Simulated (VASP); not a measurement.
# TaTe (Pm-3m) in VASP: settings compared

The runs below take TaTe through single point, with PBE, PBEsol-based screened hybrid, r2SCANh, r2SCAN50.

Everything below comes from runs of VASP 6.6.1. Logs are shortened: lines on timing, memory, paths and dates and some standing lists are left out, and cuts for length are marked.

## (1) The cell of the first run

It takes space group Pm-3m (No. 221, cubic). The conventional cell has a = 3.420 Å, b = 3.420 Å, c = 3.420 Å, α = 90.00°, β = 90.00°, γ = 90.00°. Ta (site symmetry m-3m) has 8 Te at 2.96 Å and 6 Ta at 3.42 Å within 3.9 Å. Within 3.9 Å of Te (site symmetry m-3m) lie 8 Ta at 2.96 Å and 6 Te at 3.42 Å.

## (2) Single point, PBE

Input file INCAR:

```
ALGO = Normal
EDIFF = 1E-6
ENCUT = 500
GGA = PE
GGA_COMPAT = False
ISIF = 2
ISMEAR = -1
LASPH = True
LCHARG = False
LREAL = False
LWAVE = False
NBANDS = 16
NELM = 120
PREC = Accurate
SIGMA = 0.03
```

Input file KPOINTS:

```
k-points
0
Gamma
  5 5 5
```

Input file POSCAR:

```
TaTe
1.0
    3.4200900000      0.0000000000      0.0000000000
    0.0000000000      3.4200900000      0.0000000000
    0.0000000000      0.0000000000      3.4200900000
Ta Te
1 1
Direct
    0.5000000000      0.5000000000      0.5000000000
    0.0000000000      0.0000000000      0.0000000000
```

Potentials or basis: VASP PAW PBE potentials, release 64 (Ta_pv, Te).

Run with:

```bash
> cat potpaw_PBE.64/Ta_pv/POTCAR potpaw_PBE.64/Te/POTCAR > POTCAR
> mpirun -np 1 vasp_std > vasp.out
```

OUTCAR:

```text
EDIFF = 1E-6
   ENCUT = 500
   GGA = PE
   ISIF = 2
   ISMEAR = -1
   LASPH = True
   LREAL = False
   NELM = 120
   PREC = Accurate

 ion  position               nearest neighbor table
   1  0.500  0.500  0.500-   2 2.96   2 2.96   2 2.96   2 2.96   2 2.96   2 2.96   2 2.96   2 2.96

   2  0.000  0.000  0.000-   1 2.96   1 2.96   1 2.96   1 2.96   1 2.96   1 2.96   1 2.96   1 2.96

  LATTYP: Found a simple cubic cell.
 ALAT       =     3.4200900000

  Lattice vectors:

 A1 = (   3.4200900000,   0.0000000000,   0.0000000000)
 A2 = (   0.0000000000,   3.4200900000,   0.0000000000)
 A3 = (   0.0000000000,   0.0000000000,   3.4200900000)

Analysis of symmetry for initial positions (statically):
=====================================================================
 Subroutine PRICEL returns:
 Original cell was already a primitive cell.

 Routine SETGRP: Setting up the symmetry group for a
 simple cubic supercell.

 Subroutine GETGRP returns: Found 48 space group operations
 (whereof 48 operations were pure point group operations)
 out of a pool of 48 trial point group operations.

The static configuration has the point symmetry O_h .

Analysis of symmetry for dynamics (positions and initial velocities):
=====================================================================
 Subroutine PRICEL returns:
 Original cell was already a primitive cell.

 Routine SETGRP: Setting up the symmetry group for a
 simple cubic supercell.

 Subroutine GETGRP returns: Found 48 space group operations
 (whereof 48 operations were pure point group operations)
 out of a pool of 48 trial point group operations.

The dynamic configuration has the point symmetry O_h .

 Subroutine INISYM returns: Found 48 space group operations
 (whereof 48 operations are pure point group operations),
 and found     1 'primitive' translations

----------------------------------------------------------------------------------------

                                     Primitive cell

  volume of cell :      40.0048

  direct lattice vectors                    reciprocal lattice vectors
     3.420090000  0.000000000  0.000000000     0.292389966  0.000000000  0.000000000
     0.000000000  3.420090000  0.000000000     0.000000000  0.292389966  0.000000000
[... 66 lines left out ...]
   LSORBIT =      F    spin-orbit coupling
   LASPH  =      T    aspherical Exc in radial PAW
   ENCUT  =  500.0 eV  36.75 Ry    6.06 a.u.   6.24  6.24  6.24*2*pi/ulx,y,z
   NELM   =    120;   NELMIN=  2; NELMDL= -5     # of ELM steps
   EDIFF  = 0.1E-05   stopping-criterion for ELM
   LREAL  =      F    real-space projection
   EDIFFG = 0.1E-04   stopping-criterion for IOM
   NSW    =      0    number of steps for IOM
   IBRION =     -1    ionic relax: 0-MD 1-quasi-New 2-CG
   NFREE  =      0    steps in history (QN), initial steepest desc. (CG)
   ISIF   =      2    stress and relaxation
   ISYM   =      2    0-nonsym 1-usesym 2-fastsym
   POTIM  = 0.5000    time-step for ionic-motion
   TEBEG  =    0.0;   TEEND  =   0.0 temperature during run
   PSTRESS=    0.0 pullay stress
   NELECT =      17.0000    total number of electrons
   NUPDOWN=      -1.0000    fix difference up-down
   EMIN   =  10.00;   EMAX   =-10.00  energy-range for DOS
   EFERMI =   0.00;   METHOD = LEGACY
   ISMEAR =    -1;   SIGMA  =   0.03  broadening in eV -4-tet -1-fermi 0-gaus
   EFERMI_NEDOS =   21; number of points for ismear=-14 and -15
   IALGO  =     38    algorithm
   IMIX   =      4    mixing-type and parameters
     AMIX     =   0.40;   BMIX     =  1.00
     AMIX_MAG =   1.60;   BMIX_MAG =  1.00
  volume/ion in A,a.u.               =      20.00       134.98
  Fermi-wavevector in a.u.,A,eV,Ry     =   1.230798  2.325872 20.610987  1.514865
  Thomas-Fermi vector in A             =   2.365633
   LORBIT       =      0    0 simple, 1 ext, 2 COOP (PROOUT), +10 PAW based schemes
   GGA     = PE    functional components
   LHFCALC =     F    Hartree Fock is set to
   AEXX    =    0.0000 exact exchange contribution
   IVDW    =     0    specifies the selected vdW correction
   LEPSILON=     F    determine dielectric tensor
   LRPA    =     F    only Hartree local field effects (RPA)
 non-spin polarized calculation
  energy-cutoff  :      500.00
  volume of cell :       40.00
 maximum number of plane-waves:      1022
 NGX is ok and might be reduce to    28
   NGX = 13   NGY = 13   NGZ = 13

 number of electron      17.0000005 magnetization

 Free energy of the ion-electron system (eV)
  ---------------------------------------------------
  ext. energy  EPLUGINS =         0.00000000
  ---------------------------------------------------
  free energy    TOTEN  =       -14.57705284 eV

  energy without entropy =      -14.56462317  energy(sigma->0) =      -14.57083800

 E-fermi :   9.7930     XC(G=0): -11.8999

 val. band max:        9.5863063606   @ k =   0.4000   0.4000   0.0000
 cond. band min:       9.8171014810   @ k =   0.4000   0.4000   0.2000
 fundamental gap:      0.2307951204
 Fermi energy:         9.7930292140

 k-point     1 :       0.0000    0.0000    0.0000
  band No.  band energies     occupation
      1     -25.2317      2.00000
      2     -25.2317      2.00000
      3     -25.2317      2.00000
      4      -5.1517      2.00000
      5       6.9041      2.00000
      6       6.9041      2.00000
[... 167 lines left out ...]
      3     -25.3310      2.00000
      4      -1.4691      2.00000
      5       3.3299      2.00000
      6       3.3299      2.00000
[... 8 lines left out ...]
     15      15.7233      0.00000
     16      17.5373      0.00000

------------------------ aborting loop because EDIFF is reached ----------------------------------------

  FORCE on cell =-STRESS in cart. coord.  units (eV):
  Direction    XX          YY          ZZ          XY          YZ          ZX
  --------------------------------------------------------------------------------------
  -------------------------------------------------------------------------------------
  Total       -0.0108150     -0.0108150     -0.0108150     -0.0000000      0.0000000     -0.0000000
  in kB       -0.4331370     -0.4331370     -0.4331370     -0.0000000      0.0000000     -0.0000000
  external PRESSURE =      -0.4331370 kB  Pullay stress =       0.0000000 kB

 VOLUME and BASIS-vectors are now :
 -----------------------------------------------------------------------------
  energy-cutoff  :      500.00
  volume of cell :       40.00
      direct lattice vectors                 reciprocal lattice vectors
     3.420090000  0.000000000  0.000000000     0.292389966  0.000000000  0.000000000
     0.000000000  3.420090000  0.000000000     0.000000000  0.292389966  0.000000000
     0.000000000  0.000000000  3.420090000     0.000000000  0.000000000  0.292389966

 POSITION                                       TOTAL-FORCE (eV/Angst)
 -----------------------------------------------------------------------------------
      1.71005      1.71005      1.71005         0.000000      0.000000      0.000000
      0.00000      0.00000      0.00000         0.000000      0.000000      0.000000
 -----------------------------------------------------------------------------------
    total drift:                                0.000000      0.000000      0.000000

  FREE ENERGIE OF THE ION-ELECTRON SYSTEM (eV)
  ---------------------------------------------------
  free  energy   TOTEN  =       -14.5770528405 eV

  energy  without entropy=      -14.5646231686  energy(sigma->0) =      -14.57083800
```

Run time: 16 s. Hardware: 1 thread of Intel Xeon 8259CL, shared host; peak memory 0.15 GiB.

What came out:

```yaml
Free_energy: -14.5771 eV
Pressure: 0.0 GPa
```

Levels at points of the mesh, in eV from the Fermi level:
```
           k point  band 4  band 5  band 6  band 7  band 8  band 9  band 10  band 11  band 12  band 13
(0.00, 0.00, 0.00)  -14.94   -2.89   -2.89   -1.53   -1.53   -1.53     1.33     1.33     1.33     2.00
```

Caveat: the k points lie up to 0.37 Å⁻¹ apart; spin-orbit coupling is left out, which moves the levels of the heavy elements.

## (3) Single point, PBEsol-based screened hybrid

POSCAR is that of step 2.

Input file INCAR.step1:

```
ALGO = Normal
EDIFF = 1E-5
ENCUT = 520
GGA = PE
ISIF = 2
ISMEAR = -1
LASPH = True
LCHARG = False
LREAL = False
LWAVE = True
NBANDS = 16
NELM = 60
PREC = Accurate
SIGMA = 0.05
```

Input file INCAR.step2:

```
AEXX = 0.25
ALGO = Normal
EDIFF = 1E-7
ENCUT = 520
GGA = PS
HFSCREEN = 0.207
ISIF = 2
ISMEAR = -1
ISTART = 1
LASPH = True
LCHARG = False
LHFCALC = True
LREAL = False
LWAVE = False
NBANDS = 16
NELM = 60
PREC = Accurate
PRECFOCK = Normal
SIGMA = 0.05
```

Input file KPOINTS:

```
k-points
0
Gamma
  4 4 4
```

Potentials or basis: VASP PAW PBE potentials, release 64 (Ta_pv, Te).

Run with:

```bash
> cat potpaw_PBE.64/Ta_pv/POTCAR potpaw_PBE.64/Te/POTCAR > POTCAR
> cp INCAR.step1 INCAR
> mpirun -np 1 vasp_std > vasp.out
> cp INCAR.step2 INCAR
> mpirun -np 1 vasp_std > vasp.out
```

It took 4.7 min on 1 thread of Intel Xeon 6975P-C (Granite Rapids), shared host; peak memory 0.27 GiB.

It converged, with:

```yaml
Free_energy: -18.1627 eV
Pressure: -8.4 GPa
```

Levels at points of the mesh, in eV from the Fermi level:
```csv
k point,band 5,band 6,band 7,band 8,band 9,band 10,band 11,band 12
"(0.00, 0.00, 0.00)",-3.85,-3.85,-2.26,-2.26,-2.26,1.37,1.37,1.37
"(0.50, 0.00, 0.00)",-10.21,-3.86,-3.86,-2.97,1.63,2.60,4.40,4.93
"(0.50, 0.50, 0.00)",-7.17,-7.17,-4.45,-0.60,-0.60,-0.02,1.40,3.05
"(0.50, 0.50, 0.50)",-8.00,-8.00,-8.00,1.10,1.10,1.10,3.17,3.17
```

Caveat: the k points lie up to 0.46 Å⁻¹ apart; the PAW data sets were made with another functional, which shifts forces and pressure a little; spin-orbit coupling is left out, which moves the levels of the heavy elements.

## (4) Single point, r2SCANh

POSCAR is that of step 3.

Input file INCAR.step1:

```
SYSTEM = TaTe
PREC     = Accurate       ! precision mode
ENCUT    = 520            ! plane-wave cutoff, eV
EDIFF    = 1E-5           ! SCF threshold, eV
ISMEAR   = -1             ! smearing method
SIGMA    = 0.05           ! smearing width, eV
LREAL    = .FALSE.        ! projectors in reciprocal space
LASPH    = .TRUE.         ! aspherical terms in the spheres
NELM     = 100            ! most SCF steps
ALGO     = Normal         ! electronic algorithm
ISIF     = 2              ! what is computed and relaxed
LWAVE    = .TRUE.         ! write WAVECAR
LCHARG   = .FALSE.        ! write CHGCAR
GGA      = PE             ! functional
NBANDS   = 16             ! bands
```

Input file INCAR.step2:

```
SYSTEM = TaTe
PREC     = Accurate       ! precision mode
ENCUT    = 520            ! plane-wave cutoff, eV
EDIFF    = 1E-6           ! SCF threshold, eV
ISMEAR   = -1             ! smearing method
SIGMA    = 0.05           ! smearing width, eV
LREAL    = .FALSE.        ! projectors in reciprocal space
LASPH    = .TRUE.         ! aspherical terms in the spheres
NELM     = 100            ! most SCF steps
ALGO     = Normal         ! electronic algorithm
ISIF     = 2              ! what is computed and relaxed
LWAVE    = .FALSE.        ! write WAVECAR
LCHARG   = .FALSE.        ! write CHGCAR
METAGGA  = R2SCAN         ! meta-GGA
LHFCALC  = .TRUE.         ! exact exchange
AEXX     = 0.1            ! exact-exchange fraction
LMIXTAU  = .TRUE.       
PRECFOCK = Normal       
ISTART   = 1            
NBANDS   = 16             ! bands
```

Input file KPOINTS:

```
regular mesh
0
G
  4 4 4
  0 0 0
```

Run with:

```bash
> cat potpaw_PBE.64/Ta_pv/POTCAR potpaw_PBE.64/Te/POTCAR > POTCAR
> cp INCAR.step1 INCAR
> mpirun -np 1 vasp_std > vasp.out
> cp INCAR.step2 INCAR
> mpirun -np 1 vasp_std > vasp.out
```

Wall time 6 min (1 thread of Intel Xeon 6975P-C (Granite Rapids), shared host); peak memory 0.18 GiB.

Results (log left out):

```yaml
Free_energy: -69.6984 eV
Pressure: -3.2 GPa
```

Levels at points of the mesh, in eV from the Fermi level:
```
           k point  band 4  band 5  band 6  band 7  band 8  band 9  band 10  band 11  band 12  band 13
(0.00, 0.00, 0.00)  -16.72   -3.87   -3.87   -2.31   -2.31   -2.31     1.40     1.40     1.40     2.31
(0.50, 0.00, 0.00)  -14.54  -10.09   -3.85   -3.85   -3.01    1.65     2.56     4.56     5.16     5.48
(0.50, 0.50, 0.00)  -13.82   -7.16   -7.16   -4.44   -0.72   -0.72    -0.12     1.55     2.98     3.60
(0.50, 0.50, 0.50)  -11.77   -7.92   -7.92   -7.92    1.14    1.14     1.14     3.11     3.11     5.05
```

Caveat: the k points lie up to 0.46 Å⁻¹ apart; the PAW data sets were made with another functional, which shifts forces and pressure a little; spin-orbit coupling is left out, which moves the levels of the heavy elements.

## (5) Single point, r2SCAN50

POSCAR is that of step 4.

Input file INCAR.step1:

```
SYSTEM = TaTe
PREC = Accurate
ENCUT = 520
EDIFF = 1E-5
ISMEAR = -1
SIGMA = 0.05
LREAL = .FALSE.
LASPH = .TRUE.
NELM = 80
ALGO = Normal
ISIF = 2
LWAVE = .TRUE.
LCHARG = .FALSE.
NBANDS = 16
GGA = PE
```

Input file INCAR.step2:

```
SYSTEM = TaTe
PREC = Accurate
ENCUT = 520
EDIFF = 1E-6
ISMEAR = -1
SIGMA = 0.05
LREAL = .FALSE.
LASPH = .TRUE.
NELM = 80
ALGO = Normal
ISIF = 2
LWAVE = .FALSE.
LCHARG = .FALSE.
METAGGA = R2SCAN
LHFCALC = .TRUE.
AEXX = 0.5
LMIXTAU = .TRUE.
PRECFOCK = Normal
NBANDS = 16
ISTART = 1
```

Input file KPOINTS:

```
Automatic mesh
0
G
  4 4 4
  0 0 0
```

Run with:

```bash
> cat potpaw_PBE.64/Ta_pv/POTCAR potpaw_PBE.64/Te/POTCAR > POTCAR
> cp INCAR.step1 INCAR
> mpirun -np 1 vasp_std > vasp.out
> cp INCAR.step2 INCAR
> mpirun -np 1 vasp_std > vasp.out
```

Run time: 5.4 min. Hardware: 1 thread of Intel Xeon 6975P-C (Granite Rapids), shared host; peak memory 0.18 GiB.

Results (log left out):

| Item | Value |
| --- | --- |
| Free energy | -54.3470 eV |
| Pressure | -10.0 GPa |

Levels at points of the mesh, in eV from the Fermi level:
```tsv
k point	band 4	band 5	band 6	band 7	band 8	band 9	band 10	band 11	band 12	band 13
(0.00, 0.00, 0.00)	-19.60	-5.43	-5.43	-3.43	-3.43	-3.43	2.71	2.71	2.71	3.09
(0.50, 0.00, 0.00)	-17.10	-12.41	-5.12	-5.12	-4.48	3.09	3.65	5.63	5.93	7.24
(0.50, 0.50, 0.00)	-16.34	-8.99	-8.99	-6.00	-0.94	-0.94	-0.84	2.66	4.17	4.89
(0.50, 0.50, 0.50)	-13.99	-9.81	-9.81	-9.81	1.73	1.73	1.73	4.24	4.24	6.55
```

Caveat: the k points lie up to 0.46 Å⁻¹ apart; the PAW data sets were made with another functional, which shifts forces and pressure a little; spin-orbit coupling is left out, which moves the levels of the heavy elements.

## (6) Overview

| level | k mesh | cutoff (eV) | smearing | grid for exact exchange (PRECFOCK) | share of exact exchange | screening parameter | gap on the mesh (eV) | pressure (GPa) |
| --- | --- | --- | --- | --- | --- | --- | --- | --- |
| PBE | 5 × 5 × 5 | 500 | fermi-dirac 0.03 eV | - | - | - | none | 0.0 |
| PBEsol-based screened hybrid | 4 × 4 × 4 | 520 | fermi-dirac 0.05 eV | Normal | 0.25 | 0.207 1/Å | none | -8.4 |
| r2SCANh | 4 × 4 × 4 | 520 | fermi-dirac 0.05 eV | Normal | - | - | none | -3.2 |
| r2SCAN50 | 4 × 4 × 4 | 520 | fermi-dirac 0.05 eV | Normal | - | - | none | -10.0 |

Alike in all rows: task single point; potentials or basis VASP PAW PBE potentials, release 64 (Ta_pv, Te); no spin polarisation; cell as given.

Caveats: all runs use coarse meshes; spin-orbit coupling is left out, which moves the levels of the heavy elements; the PAW data sets were made with another functional, which shifts forces and pressure a little (some runs).

Absolute energies hang on the potentials; compare differences alone.
